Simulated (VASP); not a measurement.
# K (Cmcm) in VASP: single point with PBEsol

Aim: the single point of K with PBEsol.

Everything below comes from runs of VASP 6.6.1. Logs are shortened: lines on timing, memory, paths and dates and some standing lists are left out, and cuts for length are marked.

## (1) The cell of the first run

The structure is orthorhombic, space group Cmcm (No. 63). Conventional cell: a = 4.698 Å, b = 8.049 Å, c = 7.528 Å, α = 90.00°, β = 90.00°, γ = 90.00°.

## (2) Single point, PBEsol

INCAR

```
PREC     = Accurate       # precision mode
ENCUT    = 520            # plane-wave cutoff, eV
EDIFF    = 1E-6           # SCF threshold, eV
ISMEAR   = 0              # smearing method
SIGMA    = 0.1            # smearing width, eV
LREAL    = F              # projectors in reciprocal space
LASPH    = T              # aspherical terms in the spheres
NELM     = 60             # most SCF steps
ALGO     = Fast           # electronic algorithm
ISIF     = 2              # what is computed and relaxed
LWAVE    = F              # write WAVECAR
LCHARG   = T              # write CHGCAR
GGA      = PS             # functional
LELF     = T              # ELF
LVHAR    = T            
NBANDS   = 16             # bands
```

KPOINTS

```
Automatic mesh
0
Gamma
  10 10 6
```

POSCAR

```
K
1.0
    2.3491143686     -4.0243053368      0.0000000000
    2.3491143686      4.0243053368      0.0000000000
    0.0000000000      0.0000000000      7.5280356865
K
2
Direct
    0.8308969234      0.1691030766      0.2500000000
    0.1691030766      0.8308969234      0.7500000000
```

Potentials or basis: VASP PAW PBE potentials, release 64 (K_sv).

Command:

```
$ cat potpaw_PBE.64/K_sv/POTCAR > POTCAR
$ mpirun -np 1 vasp_std > vasp.out
```

OUTCAR:

```text
PREC = Accurate
   ENCUT = 520
   EDIFF = 1E-6
   ISMEAR = 0
   LREAL = F
   LASPH = T
   NELM = 60
   ISIF = 2
   GGA = PS

 ion  position               nearest neighbor table
   1  0.831  0.169  0.250-
   2  0.169  0.831  0.750-

  LATTYP: Found a base centered orthorhombic cell.
 ALAT       =     4.6982287372
 B/A-ratio  =     1.7131159686
 C/A-ratio  =     1.6023135755

  Lattice vectors:

 A1 = (   2.3491143686,  -4.0243053368,   0.0000000000)
 A2 = (   2.3491143686,   4.0243053368,   0.0000000000)
 A3 = (   0.0000000000,   0.0000000000,   7.5280356865)

Analysis of symmetry for initial positions (statically):
=====================================================================
 Subroutine PRICEL returns:
 Original cell was already a primitive cell.

 Routine SETGRP: Setting up the symmetry group for a
 base centered orthorhombic supercell.

 Subroutine GETGRP returns: Found  8 space group operations
 (whereof  4 operations were pure point group operations)
 out of a pool of  8 trial point group operations.

The static configuration has the point symmetry C_2h.
 The point group associated with its full space group is D_2h.

Analysis of symmetry for dynamics (positions and initial velocities):
=====================================================================
 Subroutine PRICEL returns:
 Original cell was already a primitive cell.

 Routine SETGRP: Setting up the symmetry group for a
 base centered orthorhombic supercell.

 Subroutine GETGRP returns: Found  8 space group operations
 (whereof  4 operations were pure point group operations)
 out of a pool of  8 trial point group operations.

The dynamic configuration has the point symmetry C_2h.
 The point group associated with its full space group is D_2h.

 Subroutine INISYM returns: Found  8 space group operations
 (whereof  4 operations are pure point group operations),
 and found     1 'primitive' translations

----------------------------------------------------------------------------------------

                                     Primitive cell

  volume of cell :     142.3334

  direct lattice vectors                    reciprocal lattice vectors
     2.349114369 -4.024305337  0.000000000     0.212846172 -0.124245046  0.000000000
     2.349114369  4.024305337  0.000000000     0.212846172  0.124245046  0.000000000
     0.000000000  0.000000000  7.528035686     0.000000000  0.000000000  0.132836777

  length of vectors
     4.659760912  4.659760912  7.528035686     0.246455522  0.246455522  0.132836777

  position of ions in fractional coordinates (direct lattice)
     0.830896923  0.169103077  0.250000000
     0.169103077  0.830896923  0.750000000

  ion indices of the primitive-cell ions
   primitive index   ion index
                 1           1
                 2           2

----------------------------------------------------------------------------------------

 KPOINTS: Automatic mesh

Automatic generation of k-mesh.
 Grid dimensions read from file:
 generate k-points for:   10   10    6

 Generating k-lattice:

  Cartesian coordinates                     Fractional coordinates (reciprocal lattice)
     0.021284617 -0.012424505  0.000000000     0.100000000  0.000000000  0.000000000
     0.021284617  0.012424505  0.000000000     0.000000000  0.100000000  0.000000000
     0.000000000  0.000000000  0.022139463     0.000000000  0.000000000  0.166666667

  Length of vectors
     0.024645552  0.024645552  0.022139463

  Shift w.r.t. Gamma in fractional coordinates (k-lattice)
     0.000000000  0.000000000  0.000000000

 Subroutine IBZKPT returns following result:
 ===========================================

 Found    124 irreducible k-points:

 Following reciprocal coordinates:
            Coordinates               Weight
  0.000000  0.000000  0.000000      1.000000
  0.100000  0.000000  0.000000      4.000000
  0.200000  0.000000  0.000000      4.000000
  0.300000  0.000000  0.000000      4.000000
  0.400000  0.000000  0.000000      4.000000
  0.500000  0.000000  0.000000      2.000000
[... 16 lines left out ...]
  0.300000  0.300000  0.000000      2.000000
  0.400000  0.300000  0.000000      4.000000
 [... further k-points ...]
   k-points           NKPTS =    124   k-points in BZ     NKDIM =    124   number of bands    NBANDS=     16
   number of dos      NEDOS =    301   number of ions     NIONS =      2
   total plane-waves  NPLWV =  72576
   dimension x,y,z NGX =    36 NGY =   36 NGZ =   56
   dimension x,y,z NGXF=    72 NGYF=   72 NGZF=  112
   ions per type =               2
   NGX,Y,Z   is equivalent  to a cutoff of  12.84, 12.84, 12.37 a.u.
   NGXF,Y,Z  is equivalent  to a cutoff of  25.69, 25.69, 24.73 a.u.
 SYSTEM =  unknown system
   PREC   = accura    normal or accurate (medium, high low for compatibility)
   ISTART =      0    job   : 0-new  1-cont  2-samecut
   ICHARG =      2    charge: 1-file 2-atom 10-const
   ISPIN  =      1    spin polarized calculation?
   LNONCOLLINEAR =      F non collinear calculations
   LSORBIT =      F    spin-orbit coupling
   LASPH  =      T    aspherical Exc in radial PAW
   ENCUT  =  520.0 eV  38.22 Ry    6.18 a.u.   8.66  8.66 14.00*2*pi/ulx,y,z
   NELM   =     60;   NELMIN=  2; NELMDL= -5     # of ELM steps
   EDIFF  = 0.1E-05   stopping-criterion for ELM
   LREAL  =      F    real-space projection
   EDIFFG = 0.1E-04   stopping-criterion for IOM
   NSW    =      0    number of steps for IOM
   IBRION =     -1    ionic relax: 0-MD 1-quasi-New 2-CG
   NFREE  =      0    steps in history (QN), initial steepest desc. (CG)
   ISIF   =      2    stress and relaxation
   ISYM   =      2    0-nonsym 1-usesym 2-fastsym
   POTIM  = 0.5000    time-step for ionic-motion
   TEBEG  =    0.0;   TEEND  =   0.0 temperature during run
   PSTRESS=    0.0 pullay stress
   NELECT =      18.0000    total number of electrons
   NUPDOWN=      -1.0000    fix difference up-down
   EMIN   =  10.00;   EMAX   =-10.00  energy-range for DOS
   EFERMI =   0.00;   METHOD = LEGACY
   ISMEAR =     0;   SIGMA  =   0.10  broadening in eV -4-tet -1-fermi 0-gaus
   EFERMI_NEDOS =   21; number of points for ismear=-14 and -15
   IALGO  =     68    algorithm
   IMIX   =      4    mixing-type and parameters
     AMIX     =   0.40;   BMIX     =  1.00
     AMIX_MAG =   1.60;   BMIX_MAG =  1.00
  volume/ion in A,a.u.               =      71.17       480.26
  Fermi-wavevector in a.u.,A,eV,Ry     =   0.821732  1.552848  9.187240  0.675243
  Thomas-Fermi vector in A             =   1.932943
   LORBIT       =      0    0 simple, 1 ext, 2 COOP (PROOUT), +10 PAW based schemes
   GGA     = PS    functional components
   LHFCALC =     F    Hartree Fock is set to
   AEXX    =    0.0000 exact exchange contribution
   IVDW    =     0    specifies the selected vdW correction
   LEPSILON=     F    determine dielectric tensor
   LRPA    =     F    only Hartree local field effects (RPA)
 non-spin polarized calculation
 RMM-DIIS sequential band-by-band and
 Gauss-broadening in eV      SIGMA  =   0.10
  energy-cutoff  :      520.00
  volume of cell :      142.33
 maximum number of plane-waves:      3849
   NGX = 17   NGY = 17   NGZ = 27

 number of electron      18.0000001 magnetization

 Free energy of the ion-electron system (eV)
  ---------------------------------------------------
  ext. energy  EPLUGINS =         0.00000000
  ---------------------------------------------------
  free energy    TOTEN  =        -2.27269934 eV

  energy without entropy =       -2.26586740  energy(sigma->0) =       -2.26928337

 E-fermi :  -0.1116     XC(G=0):  -5.7784

 val. band max:       -0.1489561059   @ k =   0.5000   0.3000   0.3333
 cond. band min:      -0.0930447601   @ k =   0.4000   0.0000   0.5000
 fundamental gap:      0.0559113458
 Fermi energy:        -0.1115871718

 k-point     1 :       0.0000    0.0000    0.0000
  band No.  band energies     occupation
      1     -32.0632      2.00000
      2     -32.0584      2.00000
      3     -15.6499      2.00000
      4     -15.5838      2.00000
      5     -15.5824      2.00000
      6     -15.5718      2.00000
[... 8 lines left out ...]
     15       4.3919      0.00000
     16       4.4410      0.00000

 k-point     2 :       0.1000    0.0000    0.0000
  band No.  band energies     occupation
      1     -32.0628      2.00000
      2     -32.0582      2.00000
      3     -15.6474      2.00000
      4     -15.5887      2.00000
      5     -15.5844      2.00000
      6     -15.5772      2.00000
[... 8 lines left out ...]
     15       4.3896      0.00000
     16       4.5473      0.00000

 k-point     3 :       0.2000    0.0000    0.0000
  band No.  band energies     occupation
      1     -32.0618      2.00000
      2     -32.0579      2.00000
      3     -15.6406      2.00000
      4     -15.6022      2.00000
      5     -15.5912      2.00000
      6     -15.5887      2.00000
[... 8 lines left out ...]
     15       4.2350      0.00000
     16       4.4457      0.00000

 k-point     4 :       0.3000    0.0000    0.0000
  band No.  band energies     occupation
      1     -32.0605      2.00000
      2     -32.0575      2.00000
      3     -15.6308      2.00000
      4     -15.6192      2.00000
      5     -15.6079      2.00000
      6     -15.5938      2.00000
[... 8 lines left out ...]
     15       4.1619      0.00000
     16       4.4888      0.00000
[... 324 lines left out ...]
 k-point    22 :      -0.2000    0.2000    0.0000
  band No.  band energies     occupation
      1     -32.0618      2.00000
      2     -32.0578      2.00000
      3     -15.6406      2.00000
      4     -15.6020      2.00000
      5     -15.5914      2.00000
      6     -15.5901      2.00000
[... 8 lines left out ...]
     15       4.1555      0.00000
     16       4.3755      0.00000

 k-point    23 :       0.3000    0.3000    0.0000
  band No.  band energies     occupation
      1     -32.0580      2.00000
      2     -32.0575      2.00000
      3     -15.6277      2.00000
      4     -15.6182      2.00000
      5     -15.6132      2.00000
      6     -15.6066      2.00000
[... 8 lines left out ...]
     15       2.9191      0.00000
     16       3.9398      0.00000

 k-point    24 :       0.4000    0.3000    0.0000
  band No.  band energies     occupation
      1     -32.0580      2.00000
      2     -32.0574      2.00000
      3     -15.6289      2.00000
      4     -15.6194      2.00000
      5     -15.6127      2.00000
      6     -15.6074      2.00000
[... 8 lines left out ...]
     15       2.9236      0.00000
     16       3.9633      0.00000

 [... further k-points ...]

------------------------ aborting loop because EDIFF is reached ----------------------------------------

  FORCE on cell =-STRESS in cart. coord.  units (eV):
  Direction    XX          YY          ZZ          XY          YZ          ZX
  --------------------------------------------------------------------------------------
  -------------------------------------------------------------------------------------
  Total       -0.0273668     -0.0055450      0.0021549      0.0000000      0.0000000      0.0000000
  in kB       -0.3080546     -0.0624175      0.0242565      0.0000000      0.0000000      0.0000000
  external PRESSURE =      -0.1154052 kB  Pullay stress =       0.0000000 kB

 VOLUME and BASIS-vectors are now :
 -----------------------------------------------------------------------------
  energy-cutoff  :      520.00
  volume of cell :      142.33
      direct lattice vectors                 reciprocal lattice vectors
     2.349114369 -4.024305337  0.000000000     0.212846172 -0.124245046  0.000000000
     2.349114369  4.024305337  0.000000000     0.212846172  0.124245046  0.000000000
     0.000000000  0.000000000  7.528035686     0.000000000  0.000000000  0.132836777

 POSITION                                       TOTAL-FORCE (eV/Angst)
 -----------------------------------------------------------------------------------
      2.34911     -2.66326      1.88201         0.000000      0.000126      0.000000
      2.34911      2.66326      5.64603         0.000000     -0.000126     -0.000000
 -----------------------------------------------------------------------------------
    total drift:                                0.000000      0.000000     -0.000000

  FREE ENERGIE OF THE ION-ELECTRON SYSTEM (eV)
  ---------------------------------------------------
  free  energy   TOTEN  =        -2.2726993396 eV

  energy  without entropy=       -2.2658674047  energy(sigma->0) =       -2.26928337
```

Wall time 4.6 min (1 thread of Oxide Virtual Turin-like, shared host); peak memory 0.36 GiB.

What came out:

```
Free energy            : -2.2727 eV
Pressure               : 0.0 GPa
Band gap on the k mesh : zero (bands 9 and 10 overlap by 2.37 eV)
```

Caveat: the PAW data sets were made with another functional, which shifts forces and pressure a little.
